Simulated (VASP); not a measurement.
# MnS (Pm-3m) in VASP: single point with PBEsol

Aim: the single point of MnS with PBEsol.

All numbers are computed with VASP 6.6.1; they aren't measurements. Logs are shortened: lines on timing, memory, paths and dates and some standing lists are left out, and cuts for length are marked.

## Step 1: The cell of the first run

The structure is cubic, space group Pm-3m (No. 221). Conventional cell: a = 3.099 Å, b = 3.099 Å, c = 3.099 Å, α = 90.00°, β = 90.00°, γ = 90.00°. Mn (site symmetry m-3m) has 8 S at 2.68 Å and 6 Mn at 3.10 Å within 3.5 Å. Within 3.5 Å of S (site symmetry m-3m) lie 8 Mn at 2.68 Å and 6 S at 3.10 Å.

## Step 2: Single point, PBEsol, collinear spin, ferromagnetic start

File INCAR:

```
SYSTEM = MnS
PREC = Accurate ; ENCUT = 520
EDIFF = 1E-6 ; ISMEAR = -1
SIGMA = 0.15 ; LREAL = .False.
LASPH = .True. ; NELM = 150
ALGO = Normal ; ISIF = 2
LWAVE = .False. ; LCHARG = .False.
ISPIN = 2 ; MAGMOM = 2.8 0
LORBIT = 11 ; LMAXMIX = 4
GGA = PS ; NBANDS = 20
```

File KPOINTS:

```
Automatic mesh
0
Gamma
  9 9 9
  0 0 0
```

File POSCAR:

```
MnS
1.0
    3.0990400000      0.0000000000      0.0000000000
    0.0000000000      3.0990400000      0.0000000000
    0.0000000000      0.0000000000      3.0990400000
Mn S
1 1
Direct
    0.5000000000      0.5000000000      0.5000000000
    0.0000000000      0.0000000000      0.0000000000
```

Potentials or basis: VASP PAW PBE potentials, release 64 (Mn_pv, S).

Command:

```console
$ cat potpaw_PBE.64/Mn_pv/POTCAR potpaw_PBE.64/S/POTCAR > POTCAR
$ mpirun -np 1 vasp_std > vasp.out
```

OUTCAR:

```text
SYSTEM = MnS
   PREC = Accurate
   ENCUT = 520
   EDIFF = 1E-6
   ISMEAR = -1
   LREAL = .False.
   LASPH = .True.
   NELM = 150
   ISIF = 2
   ISPIN = 2
   LORBIT = 11
   GGA = PS

 ion  position               nearest neighbor table
   1  0.500  0.500  0.500-   2 2.68   2 2.68   2 2.68   2 2.68   2 2.68   2 2.68   2 2.68   2 2.68

   2  0.000  0.000  0.000-   1 2.68   1 2.68   1 2.68   1 2.68   1 2.68   1 2.68   1 2.68   1 2.68

  LATTYP: Found a simple cubic cell.
 ALAT       =     3.0990400000

  Lattice vectors:

 A1 = (   3.0990400000,   0.0000000000,   0.0000000000)
 A2 = (   0.0000000000,   3.0990400000,   0.0000000000)
 A3 = (   0.0000000000,   0.0000000000,   3.0990400000)

Analysis of symmetry for initial positions (statically):
=====================================================================
 Subroutine PRICEL returns:
 Original cell was already a primitive cell.

 Routine SETGRP: Setting up the symmetry group for a
 simple cubic supercell.

 Subroutine GETGRP returns: Found 48 space group operations
 (whereof 48 operations were pure point group operations)
 out of a pool of 48 trial point group operations.

The static configuration has the point symmetry O_h .

Analysis of symmetry for dynamics (positions and initial velocities):
=====================================================================
 Subroutine PRICEL returns:
 Original cell was already a primitive cell.

 Routine SETGRP: Setting up the symmetry group for a
 simple cubic supercell.

 Subroutine GETGRP returns: Found 48 space group operations
 (whereof 48 operations were pure point group operations)
 out of a pool of 48 trial point group operations.

The dynamic configuration has the point symmetry O_h .

Analysis of structural, dynamic, and magnetic symmetry:
=====================================================================
 Subroutine PRICEL returns:
 Original cell was already a primitive cell.

 Routine SETGRP: Setting up the symmetry group for a
 simple cubic supercell.

 Subroutine GETGRP returns: Found 48 space group operations
 (whereof 48 operations were pure point group operations)
 out of a pool of 48 trial point group operations.

The overall configuration has the point symmetry O_h .

 Subroutine INISYM returns: Found 48 space group operations
 (whereof 48 operations are pure point group operations),
 and found     1 'primitive' translations

----------------------------------------------------------------------------------------

                                     Primitive cell

  volume of cell :      29.7633

  direct lattice vectors                    reciprocal lattice vectors
     3.099040000  0.000000000  0.000000000     0.322680572  0.000000000  0.000000000
     0.000000000  3.099040000  0.000000000     0.000000000  0.322680572  0.000000000
     0.000000000  0.000000000  3.099040000     0.000000000  0.000000000  0.322680572

  length of vectors
     3.099040000  3.099040000  3.099040000     0.322680572  0.322680572  0.322680572

  position of ions in fractional coordinates (direct lattice)
     0.500000000  0.500000000  0.500000000
     0.000000000  0.000000000  0.000000000

  ion indices of the primitive-cell ions
   primitive index   ion index
                 1           1
                 2           2

----------------------------------------------------------------------------------------

 KPOINTS: Automatic mesh

Automatic generation of k-mesh.
 Grid dimensions read from file:
 generate k-points for:    9    9    9

 Generating k-lattice:

  Cartesian coordinates                     Fractional coordinates (reciprocal lattice)
     0.035853397  0.000000000  0.000000000     0.111111111  0.000000000  0.000000000
     0.000000000  0.035853397  0.000000000     0.000000000  0.111111111  0.000000000
     0.000000000  0.000000000  0.035853397     0.000000000  0.000000000  0.111111111

  Length of vectors
     0.035853397  0.035853397  0.035853397

  Shift w.r.t. Gamma in fractional coordinates (k-lattice)
     0.000000000  0.000000000  0.000000000

 Subroutine IBZKPT returns following result:
 ===========================================

 Found     35 irreducible k-points:

 Following reciprocal coordinates:
            Coordinates               Weight
  0.000000  0.000000  0.000000      1.000000
  0.111111  0.000000  0.000000      6.000000
  0.222222  0.000000  0.000000      6.000000
  0.333333  0.000000  0.000000      6.000000
  0.444444  0.000000  0.000000      6.000000
  0.111111  0.111111  0.000000     12.000000
[... 16 lines left out ...]
  0.333333  0.333333  0.111111     24.000000
  0.444444  0.333333  0.111111     48.000000
 [... further k-points ...]
   k-points           NKPTS =     35   k-points in BZ     NKDIM =     35   number of bands    NBANDS=     20
   number of dos      NEDOS =    301   number of ions     NIONS =      2
   total plane-waves  NPLWV =  13824
   dimension x,y,z NGX =    24 NGY =   24 NGZ =   24
   dimension x,y,z NGXF=    48 NGYF=   48 NGZF=   48
   ions per type =               1   1
   NGX,Y,Z   is equivalent  to a cutoff of  12.87, 12.87, 12.87 a.u.
   NGXF,Y,Z  is equivalent  to a cutoff of  25.75, 25.75, 25.75 a.u.
 SYSTEM =  MnS
   PREC   = accura    normal or accurate (medium, high low for compatibility)
   ISTART =      0    job   : 0-new  1-cont  2-samecut
   ICHARG =      2    charge: 1-file 2-atom 10-const
   ISPIN  =      2    spin polarized calculation?
   LNONCOLLINEAR =      F non collinear calculations
   LSORBIT =      F    spin-orbit coupling
   LASPH  =      T    aspherical Exc in radial PAW
   ENCUT  =  520.0 eV  38.22 Ry    6.18 a.u.   5.76  5.76  5.76*2*pi/ulx,y,z
   NELM   =    150;   NELMIN=  2; NELMDL= -5     # of ELM steps
   EDIFF  = 0.1E-05   stopping-criterion for ELM
   LREAL  =      F    real-space projection
   EDIFFG = 0.1E-04   stopping-criterion for IOM
   NSW    =      0    number of steps for IOM
   IBRION =     -1    ionic relax: 0-MD 1-quasi-New 2-CG
   NFREE  =      0    steps in history (QN), initial steepest desc. (CG)
   ISIF   =      2    stress and relaxation
   ISYM   =      2    0-nonsym 1-usesym 2-fastsym
   POTIM  = 0.5000    time-step for ionic-motion
   TEBEG  =    0.0;   TEEND  =   0.0 temperature during run
   PSTRESS=    0.0 pullay stress
   NELECT =      19.0000    total number of electrons
   NUPDOWN=      -1.0000    fix difference up-down
   EMIN   =  10.00;   EMAX   =-10.00  energy-range for DOS
   EFERMI =   0.00;   METHOD = LEGACY
   ISMEAR =    -1;   SIGMA  =   0.15  broadening in eV -4-tet -1-fermi 0-gaus
   EFERMI_NEDOS =   21; number of points for ismear=-14 and -15
   IALGO  =     38    algorithm
   IMIX   =      4    mixing-type and parameters
     AMIX     =   0.40;   BMIX     =  1.00
     AMIX_MAG =   1.60;   BMIX_MAG =  1.00
  volume/ion in A,a.u.               =      14.88       100.43
  Fermi-wavevector in a.u.,A,eV,Ry     =   1.409610  2.663776 27.034766  1.986999
  Thomas-Fermi vector in A             =   2.531648
   LORBIT       =     11    0 simple, 1 ext, 2 COOP (PROOUT), +10 PAW based schemes
   GGA     = PS    functional components
   LHFCALC =     F    Hartree Fock is set to
   AEXX    =    0.0000 exact exchange contribution
   IVDW    =     0    specifies the selected vdW correction
   LEPSILON=     F    determine dielectric tensor
   LRPA    =     F    only Hartree local field effects (RPA)
 spin polarized calculation
  energy-cutoff  :      520.00
  volume of cell :       29.76
 maximum number of plane-waves:       812
 NGX is ok and might be reduce to    24
   NGX = 11   NGY = 11   NGZ = 11

 number of electron      18.9999974 magnetization       3.4430680

 Free energy of the ion-electron system (eV)
  ---------------------------------------------------
  ext. energy  EPLUGINS =         0.00000000
  ---------------------------------------------------
  free energy    TOTEN  =       -14.23365543 eV

  energy without entropy =      -14.10738956  energy(sigma->0) =      -14.17052250

 E-fermi :   8.2989     XC(G=0): -11.8239

 val. band max:        8.2886338789   @ k =   0.4444   0.4444   0.0000
 cond. band min:       8.3095451072   @ k =   0.1111   0.1111   0.0000
 fundamental gap:      0.0209112283
 Fermi energy:         8.2989442721

 spin component 1

 k-point     1 :       0.0000    0.0000    0.0000
  band No.  band energies     occupation
      1     -41.3595      1.00000
      2     -41.3595      1.00000
      3     -41.3595      1.00000
      4      -7.1679      1.00000
      5       4.8597      1.00000
      6       4.8597      1.00000
[... 12 lines left out ...]
     19      23.9097      0.00000
     20      23.9097      0.00000
[... 507 lines left out ...]
 k-point    24 :       0.4444    0.3333    0.1111
  band No.  band energies     occupation
      1     -41.3930      1.00000
      2     -41.3839      1.00000
      3     -41.3584      1.00000
      4      -4.8641      1.00000
      5       1.6924      1.00000
      6       2.8953      1.00000
[... 12 lines left out ...]
     19      24.4379      0.00000
     20      25.2104      0.00000

 [... further k-points ...]

 spin component 2

 k-point     1 :       0.0000    0.0000    0.0000
  band No.  band energies     occupation
      1     -37.7696      1.00000
      2     -37.7696      1.00000
      3     -37.7696      1.00000
      4      -7.1426      1.00000
      5       6.5516      0.99999
      6       6.5516      0.99999
[... 12 lines left out ...]
     19      24.6154      0.00000
     20      24.6154      0.00000
[... 507 lines left out ...]
 k-point    24 :       0.4444    0.3333    0.1111
  band No.  band energies     occupation
      1     -37.8098      1.00000
      2     -37.7989      1.00000
      3     -37.7681      1.00000
      4      -4.9054      1.00000
      5       1.9479      1.00000
      6       3.2043      1.00000
[... 12 lines left out ...]
     19      25.3617      0.00000
     20      25.6029      0.00000

 [... further k-points ...]

------------------------ aborting loop because EDIFF is reached ----------------------------------------

  FORCE on cell =-STRESS in cart. coord.  units (eV):
  Direction    XX          YY          ZZ          XY          YZ          ZX
  --------------------------------------------------------------------------------------
  -------------------------------------------------------------------------------------
  Total       -2.0697721     -2.0697721     -2.0697721     -0.0000000     -0.0000000     -0.0000000
  in kB     -111.4170281   -111.4170281   -111.4170281     -0.0000000     -0.0000000     -0.0000000
  external PRESSURE =    -111.4170281 kB  Pullay stress =       0.0000000 kB

 VOLUME and BASIS-vectors are now :
 -----------------------------------------------------------------------------
  energy-cutoff  :      520.00
  volume of cell :       29.76
      direct lattice vectors                 reciprocal lattice vectors
     3.099040000  0.000000000  0.000000000     0.322680572  0.000000000  0.000000000
     0.000000000  3.099040000  0.000000000     0.000000000  0.322680572  0.000000000
     0.000000000  0.000000000  3.099040000     0.000000000  0.000000000  0.322680572

 POSITION                                       TOTAL-FORCE (eV/Angst)
 -----------------------------------------------------------------------------------
      1.54952      1.54952      1.54952         0.000000      0.000000      0.000000
      0.00000      0.00000      0.00000         0.000000      0.000000      0.000000
 -----------------------------------------------------------------------------------
    total drift:                                0.000000      0.000000     -0.000000

  FREE ENERGIE OF THE ION-ELECTRON SYSTEM (eV)
  ---------------------------------------------------
  free  energy   TOTEN  =       -14.2336554282 eV

  energy  without entropy=      -14.1073895624  energy(sigma->0) =      -14.17052250

 total charge

# of ion       s       p       d       tot
------------------------------------------
    1        0.214   6.167   5.042  11.423
    2        1.365   2.248   0.000   3.613
--------------------------------------------------
tot          1.579   8.415   5.042  15.036

 magnetization (x)

# of ion       s       p       d       tot
------------------------------------------
    1        0.016   0.028   3.358   3.402
    2        0.025  -0.114   0.000  -0.089
--------------------------------------------------
tot          0.041  -0.086   3.358   3.313
```

It took 45 s on 1 thread of Intel Xeon 8259CL, shared host; peak memory 0.16 GiB.

Results:

```yaml
Free_energy: -14.2337 eV
Pressure: -11.1 GPa
Net_moment: 3.44 μB per cell
Site_moments: Mn +3.40; S -0.09 μB
Valence_electrons_inside_the_program's_atomic_spheres: Mn 11.42; S 3.61
```

Caveat: the cell stands under tension; the PAW data sets were made with another functional, which shifts forces and pressure a little; a cell with one magnetic atom can't hold antiferromagnetic order, which such compounds often take; semilocal functionals often make such compounds metallic where correlation or magnetic order opens a gap, which also shifts bond lengths.
